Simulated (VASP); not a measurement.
Ni2Cl:

```xyz
3
Lattice="4.1388 0.0000 0.0000 -2.0694 3.5843 0.0000 0.0000 0.0000 3.6255" Properties=species:S:1:pos:R:3 pbc="T T T"
Ni    0.0000    2.3895    1.8127
Ni    2.0694    1.1948    1.8127
Cl    0.0000    0.0000    0.0000
```

The cell was generated, and may not be a known phase.

```yaml
Program: VASP 6.6.1
Task: relaxation of cell and atoms
Functional: PBE
Potentials_or_basis: VASP PAW PBE potentials, release 64 (Ni, Cl)
Cutoff: 600 eV
k_mesh: 6 × 6 × 6
Occupations: gaussian, width 0.1 eV
Spin: collinear spin, ferromagnetic start
Starting_moments: "[2.0, 2.0, 0.0] μB"
```

At the start: pressure -7.3 GPa; volume 17.93 Å³/atom.

Question: Where does the relaxation end?

Answer: Over 12 steps the energy falls by 98.2 meV/atom and the volume is 14.30 Å³/atom (-20.3 %); space group P6/mmm (No. 191, to 0.1 Å) before and after; moment 1.32 μB per cell.

Step by step:
```
step  energy change (eV)  largest force (eV/Å)  pressure (GPa)  volume (Å³)
   1              0.0000                0.0000           -7.33        53.78
   2             -0.1782                0.0000           -1.07        47.65
   3             -0.1796                0.0000           -0.20        47.13
   4             -0.1895                0.0000           -0.19        46.79
   5             -0.2186                0.0000           -0.08        45.72
   6             -0.2785                0.0000            0.77        43.43
   7              0.0572                0.0000           10.14        38.23
   8             -0.2870                0.0000            1.10        42.87
   9             -0.2864                0.0000            2.33        41.86
  10             -0.2900                0.0000            1.66        42.37
  11             -0.2882                0.0000           -1.31        43.50
  12             -0.2946                0.0000            0.24        42.89
```

Final structure:
```
Ni Cl
1.0
     4.10649    0.00000    0.00000
    -2.05325    3.55633    0.00000
     0.00000    0.00000    2.93674
Ni Cl
2 1
Cartesian
  0.0000 2.3709 1.4684
  2.0532 1.1854 1.4684
  0.0000 0.0000 0.0000
```

Caveat: the volume moved by over 15 % at a fixed basis, so the end points are rough.
